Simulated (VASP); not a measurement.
# GaP (ke600) (F-43m) in VASP: vibrations by perturbation theory with LDA

Aim: the vibrations by perturbation theory of GaP (ke600) with LDA.

Program: VASP 6.6.1. These are calculated values, not measurements. Logs are shortened: lines on timing, memory, paths and dates and some standing lists are left out, and cuts for length are marked.

**1. The cell of the first run**

It takes space group F-43m (No. 216, cubic). Conventional cell: a = 5.391 Å, b = 5.391 Å, c = 5.391 Å, α = 90.00°, β = 90.00°, γ = 90.00°. Ga (site symmetry -43m) has 4 P at 2.33 Å within 3.1 Å. P (site symmetry -43m) has 4 Ga at 2.33 Å within 3.1 Å.

**2. Vibrations by perturbation theory, LDA**

The input, INCAR:

```
SYSTEM = GaP
PREC = Accurate
ENCUT = 520
EDIFF = 1E-8
ISMEAR = 0
SIGMA = 0.01
LREAL = .False.
LASPH = .True.
NELM = 100
ALGO = Normal
ISIF = 2
LWAVE = .False.
LCHARG = .True.
IBRION = 8
NSW = 1
LEPSILON = .True.
```

The input, KPOINTS:

```
regular mesh
0
Gamma
  8 8 8
  0 0 0
```

The input, POSCAR:

```
GaP
1.0
    0.0000000000      2.6956990857      2.6956990857
    2.6956990857      0.0000000000      2.6956990857
    2.6956990857      2.6956990857      0.0000000000
Ga P
1 1
Direct
    0.0000000000      0.0000000000      0.0000000000
    0.7500000000      0.7500000000      0.7500000000
```

Potentials or basis: VASP PAW LDA potentials, release 64 (Ga_d, P).

Started as:

```sh
$ cat potpaw_LDA.64/Ga_d/POTCAR potpaw_LDA.64/P/POTCAR > POTCAR
$ mpirun -np 1 vasp_std > vasp.out
```

OUTCAR:

```text
SYSTEM = GaP
   PREC = Accurate
   ENCUT = 520
   EDIFF = 1E-8
   ISMEAR = 0
   LREAL = .False.
   LASPH = .True.
   NELM = 100
   ISIF = 2
   IBRION = 8
   NSW = 1
   LEPSILON = .True.

 ion  position               nearest neighbor table
   1  0.000  0.000  0.000-   2 2.33   2 2.33   2 2.33   2 2.33
   2  0.750  0.750  0.750-   1 2.33   1 2.33   1 2.33   1 2.33

  LATTYP: Found a face centered cubic cell.
 ALAT       =     5.3913981714

  Lattice vectors:

 A1 = (   0.0000000000,   2.6956990857,   2.6956990857)
 A2 = (   2.6956990857,   0.0000000000,   2.6956990857)
 A3 = (   2.6956990857,   2.6956990857,   0.0000000000)

Analysis of symmetry for initial positions (statically):
=====================================================================
 Subroutine PRICEL returns:
 Original cell was already a primitive cell.

 Routine SETGRP: Setting up the symmetry group for a
 face centered cubic supercell.

 Subroutine GETGRP returns: Found 24 space group operations
 (whereof 24 operations were pure point group operations)
 out of a pool of 48 trial point group operations.

The static configuration has the point symmetry T_d .

Analysis of symmetry for dynamics (positions and initial velocities):
=====================================================================
 Subroutine PRICEL returns:
 Original cell was already a primitive cell.

 Routine SETGRP: Setting up the symmetry group for a
 face centered cubic supercell.

 Subroutine GETGRP returns: Found 24 space group operations
 (whereof 24 operations were pure point group operations)
 out of a pool of 48 trial point group operations.

The dynamic configuration has the point symmetry T_d .

 Subroutine INISYM returns: Found 24 space group operations
 (whereof 24 operations are pure point group operations),
 and found     1 'primitive' translations

----------------------------------------------------------------------------------------

                                     Primitive cell

  volume of cell :      39.1782

  direct lattice vectors                    reciprocal lattice vectors
     0.000000000  2.695699086  2.695699086    -0.185480643  0.185480643  0.185480643
     2.695699086  0.000000000  2.695699086     0.185480643 -0.185480643  0.185480643
     2.695699086  2.695699086  0.000000000     0.185480643  0.185480643 -0.185480643

  length of vectors
     3.812294207  3.812294207  3.812294207     0.321261898  0.321261898  0.321261898

  position of ions in fractional coordinates (direct lattice)
     0.000000000  0.000000000  0.000000000
     0.750000000  0.750000000  0.750000000

  ion indices of the primitive-cell ions
   primitive index   ion index
                 1           1
                 2           2

----------------------------------------------------------------------------------------

 KPOINTS: regular mesh

Automatic generation of k-mesh.
 Grid dimensions read from file:
 generate k-points for:    8    8    8

 Generating k-lattice:

  Cartesian coordinates                     Fractional coordinates (reciprocal lattice)
    -0.023185080  0.023185080  0.023185080     0.125000000  0.000000000  0.000000000
     0.023185080 -0.023185080  0.023185080     0.000000000  0.125000000  0.000000000
     0.023185080  0.023185080 -0.023185080     0.000000000  0.000000000  0.125000000

  Length of vectors
     0.040157737  0.040157737  0.040157737

  Shift w.r.t. Gamma in fractional coordinates (k-lattice)
     0.000000000  0.000000000  0.000000000

 Subroutine IBZKPT returns following result:
 ===========================================

 Found     29 irreducible k-points:

 Following reciprocal coordinates:
            Coordinates               Weight
  0.000000  0.000000  0.000000      1.000000
  0.125000  0.000000  0.000000      8.000000
  0.250000  0.000000  0.000000      8.000000
[... 486 lines left out ...]
  volume of cell :       39.18
      direct lattice vectors                 reciprocal lattice vectors
     0.000000000  2.695699086  2.695699086    -0.185480643  0.185480643  0.185480643
     2.695699086  0.000000000  2.695699086     0.185480643 -0.185480643  0.185480643
     2.695699086  2.695699086  0.000000000     0.185480643  0.185480643 -0.185480643

 POSITION                                       TOTAL-FORCE (eV/Angst)
 -----------------------------------------------------------------------------------
      0.00000      0.00000      0.00000        -0.000000     -0.000000     -0.000000
      4.04355      4.04355      4.04355         0.000000      0.000000      0.000000
 -----------------------------------------------------------------------------------
    total drift:                               -0.000000     -0.000000     -0.000000

  FREE ENERGIE OF THE ION-ELECTRON SYSTEM (eV)
  ---------------------------------------------------
  free  energy   TOTEN  =       -10.4507682031 eV

  energy  without entropy=      -10.4507682031  energy(sigma->0) =      -10.45076820

 HEAD OF MICROSCOPIC STATIC DIELECTRIC TENSOR (INDEPENDENT PARTICLE, excluding Hartree and local field effects)
 ------------------------------------------------------
          12.182975    -0.000000     0.000000
           0.000000    12.182975    -0.000000
           0.000000     0.000000    12.182975
 ------------------------------------------------------

 Free energy of the ion-electron system (eV)
  ---------------------------------------------------
  ---------------------------------------------------
  free energy    TOTEN  =        -1.19320364 eV

  energy without entropy =       -1.19320364

------------------------ aborting loop because EDIFF is reached ----------------------------------------

--------------------------------------- Ionic step        2  -------------------------------------------

------------------------ aborting loop because EDIFF is reached ----------------------------------------

--------------------------------------- Ionic step        3  -------------------------------------------

------------------------ aborting loop because EDIFF is reached ----------------------------------------

 PIEZOELECTRIC TENSOR FIELD DIRECTION 3  (e Angst)
 -----------------------------------------------------------------------------
    -0.00023  1.92749  0.00000           (  0.00000  0.03836  0.00000)
     1.92749 -0.00023  0.00000           (  0.03836  0.00000  0.00000)
     0.00000  0.00000 -0.00135           (  0.00000  0.00000  0.00000)

 PIEZOELECTRIC TENSOR FIELD DIRECTION 3  (C/m^2)
 -----------------------------------------------------------------------------
    -0.00009  0.78824  0.00000
     0.78824 -0.00009  0.00000
     0.00000  0.00000 -0.00055

--------------------------------------- Ionic step        4  -------------------------------------------

------------------------ aborting loop because EDIFF is reached ----------------------------------------

[... ionic steps 5 to 6 ...]

--------------------------------------- Ionic step        7  -------------------------------------------

 Free energy of the ion-electron system (eV)
  ---------------------------------------------------
  ---------------------------------------------------
  free energy    TOTEN  =        -0.04766938 eV

  energy without entropy =       -0.04766938

------------------------ aborting loop because EDIFF is reached ----------------------------------------

 INTERNAL STRAIN TENSOR  FOR ION    2  DIRECTION 1   (eV/Angst):
 -----------------------------------------------------------------------------
    -0.01311  0.00000  0.00000
     0.00000  0.00853  7.74818
     0.00000  7.74818  0.00853

 MACROSCOPIC STATIC DIELECTRIC TENSOR (including local field effects in DFT)
 ------------------------------------------------------
          11.462370    -0.000000     0.000000
           0.000000    11.462370    -0.000000
          -0.000000     0.000000    11.462370
 ------------------------------------------------------

 PIEZOELECTRIC TENSOR (including local field effects)  for field in x, y, z        (e  Angst)
          XX          YY          ZZ          XY          YZ          ZX
  --------------------------------------------------------------------------------
  x     0.00000    -0.00000     0.00000     0.00000     1.93516     0.00000
  y     0.00000     0.00000     0.00000     0.00000     0.00000     1.93516
  z    -0.00000     0.00000     0.00000     1.93516     0.00000     0.00000

 PIEZOELECTRIC TENSOR (including local field effects)  for field in x, y, z        (C/m^2)
          XX          YY          ZZ          XY          YZ          ZX
  --------------------------------------------------------------------------------
  x     0.00000    -0.00000     0.00000     0.00000     0.79138     0.00000
  y     0.00000     0.00000     0.00000     0.00000     0.00000     0.79138
  z    -0.00000     0.00000     0.00000     0.79138     0.00000     0.00000

 BORN EFFECTIVE CHARGES (including local field effects) (in |e|, cummulative output)
 ---------------------------------------------------------------------------------
 ion    1
    1     2.12099    -0.00000     0.00000
    2     0.00000     2.12099     0.00000
    3    -0.00000     0.00000     2.12099
 ion    2
    1    -2.12099     0.00000     0.00000
    2     0.00000    -2.12099    -0.00000
    3     0.00000    -0.00000    -2.12099

 INTERNAL STRAIN TENSOR FOR ION    2 for displacements in x,y,z  (eV/Angst):
          X           Y           Z          XY          YZ          ZX
  --------------------------------------------------------------------------------
  x     0.00000    -0.00000    -0.00000     0.00000     7.74818     0.00000
  y    -0.00000     0.00000    -0.00000     0.00000     0.00000     7.74818
  z    -0.00000    -0.00000     0.00000     7.74818     0.00000     0.00000

 SECOND DERIVATIVES (NOT SYMMETRIZED)
 ------------------------------------
               1X          1Y          1Z          2X          2Y          2Z
  1X   -10.507352    0.000000    0.000000   10.507352    0.000000    0.000000
  1Y     0.000000  -10.507352    0.000000    0.000000   10.507352    0.000000
  1Z     0.000000    0.000000  -10.507352    0.000000    0.000000   10.507352
  2X    10.499412    0.000000    0.000000  -10.499412    0.000000    0.000000
  2Y     0.000000   10.499412    0.000000    0.000000  -10.499412    0.000000
  2Z     0.000000    0.000000   10.499412    0.000000    0.000000  -10.499412

 Eigenvectors and eigenvalues of the dynamical matrix
 ----------------------------------------------------

   1 f  =   10.939697 THz    68.736146 2PiTHz  364.909026 cm-1    45.242933 meV
             X         Y         Z           dx          dy          dz
      0.000000  0.000000  0.000000     0.000000    0.554759    0.000000
      4.043549  4.043549  4.043549     0.000000   -0.832011    0.000000
[... 21 lines left out ...]
   6 f/i=    0.001908 THz     0.011991 2PiTHz    0.063660 cm-1     0.007893 meV
             X         Y         Z           dx          dy          dz
      0.000000  0.000000  0.000000     0.005560   -0.049240   -0.830534
      4.043549  4.043549  4.043549     0.003707   -0.032831   -0.553774

--------------------------------------------------------------------------------------------------------

 MACROSCOPIC STATIC DIELECTRIC TENSOR IONIC CONTRIBUTION
 ------------------------------------------------------
           1.978193     0.000000     0.000000
           0.000000     1.978193    -0.000000
           0.000000    -0.000000     1.978193
 ------------------------------------------------------

 ELASTIC MODULI CONTR FROM IONIC RELAXATION (kBar)
 Direction    XX          YY          ZZ          XY          YZ          ZX
 --------------------------------------------------------------------------------
 XX          -0.0000      0.0000      0.0000      0.0000     -0.0000      0.0000
 YY           0.0000     -0.0000     -0.0000      0.0000      0.0000     -0.0000
 ZZ           0.0000     -0.0000     -0.0000     -0.0000      0.0000      0.0000
 XY           0.0000      0.0000     -0.0000   -231.5037     -0.0000      0.0000
 YZ          -0.0000      0.0000      0.0000     -0.0000   -231.5037     -0.0000
 ZX           0.0000     -0.0000      0.0000      0.0000     -0.0000   -231.5037
 --------------------------------------------------------------------------------

 PIEZOELECTRIC TENSOR IONIC CONTR  for field in x, y, z        (C/m^2)
          XX          YY          ZZ          XY          YZ          ZX
  --------------------------------------------------------------------------------
  x    -0.00000     0.00000     0.00000    -0.00000    -0.63677    -0.00000
  y     0.00000    -0.00000     0.00000     0.00000    -0.00000    -0.63677
  z     0.00000     0.00000    -0.00000    -0.63677    -0.00000     0.00000
```

Run time: 6.8 min. Hardware: 1 thread of AMD EPYC 7R13 (Zen 3), shared host; peak memory 0.22 GiB.

What came out:

```yaml
Electronic_dielectric_tensor_diagonal: 11.46
Born_charges_mean_of_the_diagonal: Ga +2.12; P -2.12 e
Highest_phonon_frequency_at_Γ_LO-TO_splitting_left_out: 365 cm⁻¹
```

Phonon frequencies in cm⁻¹ (negative: imaginary):
| q point | frequencies |
| --- | --- |
| (0.000, 0.000, 0.000) | 0 0 0 365 365 365 |

Electronic dielectric tensor:
```
11.46  0.00  0.00
 0.00 11.46  0.00
 0.00  0.00 11.46
```

Born effective charge tensors (e):
atom 1, Ga
```
2.12 0.00 0.00
0.00 2.12 0.00
0.00 0.00 2.12
```
atom 2, P
```
-2.12  0.00  0.00
 0.00 -2.12  0.00
 0.00  0.00 -2.12
```
